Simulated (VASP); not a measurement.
Input of a VASP 6.6.1 run:

INCAR

```
SYSTEM = TiO2
PREC     = Accurate       ! precision mode
ENCUT    = 520            ! plane-wave cutoff, eV
EDIFF    = 1E-6           ! SCF threshold, eV
ISMEAR   = 0              ! smearing method
SIGMA    = 0.01           ! smearing width, eV
LREAL    = .False.        ! projectors in reciprocal space
LASPH    = .True.         ! aspherical terms in the spheres
NELM     = 60             ! most SCF steps
ALGO     = Normal         ! electronic algorithm
ISIF     = 2              ! what is computed and relaxed
LWAVE    = .False.        ! write WAVECAR
LCHARG   = .True.         ! write CHGCAR
GGA      = B5             ! functional
ALDAX    = 1.0          
AGGAX    = 1.0          
AGGAC    = 1.0          
ALDAC    = 0.0          
LELF     = .True.         ! ELF
LVHAR    = .True.       
NBANDS   = 33             ! bands
```

The input KPOINTS:

```
regular mesh
0
Gamma
  8 8 8
  0 0 0
```

Contents of POSCAR:

```
TiO2
1.0
   -1.8921000000      1.8921000000      4.7573000000
    1.8921000000     -1.8921000000      4.7573000000
    1.8921000000      1.8921000000     -4.7573000000
Ti O
2 4
Direct
    0.0000000000      0.0000000000      0.0000000000
    0.7500000000      0.2500000000      0.5000000000
    0.2081000000      0.2081000000      0.0000000000
    0.9581000000      0.4581000000      0.5000000000
    0.5419000000      0.0419000000      0.5000000000
    0.7919000000      0.7919000000      0.0000000000
```

Potentials or basis: VASP PAW PBE potentials, release 64 (Ti_sv, O).

Run with:

```console
$ cat potpaw_PBE.64/Ti_sv/POTCAR potpaw_PBE.64/O/POTCAR > POTCAR
$ mpirun -np 1 vasp_std > vasp.out
```

What does it give for the band gap on the k mesh?

2.13 eV, indirect (least direct gap 2.44 eV).

What does it give for the largest force?

0.220 eV/Å.

Predict the pressure.

11.2 GPa.

Stress tensor (GPa, compression positive):
```
10.55  0.00  0.00
 0.00 10.55  0.00
 0.00  0.00 12.55
```

Caveat: the PAW data sets were made with another functional, which shifts forces and pressure a little. A hybrid or GW would open this gap; BLYP tends to underestimate it.
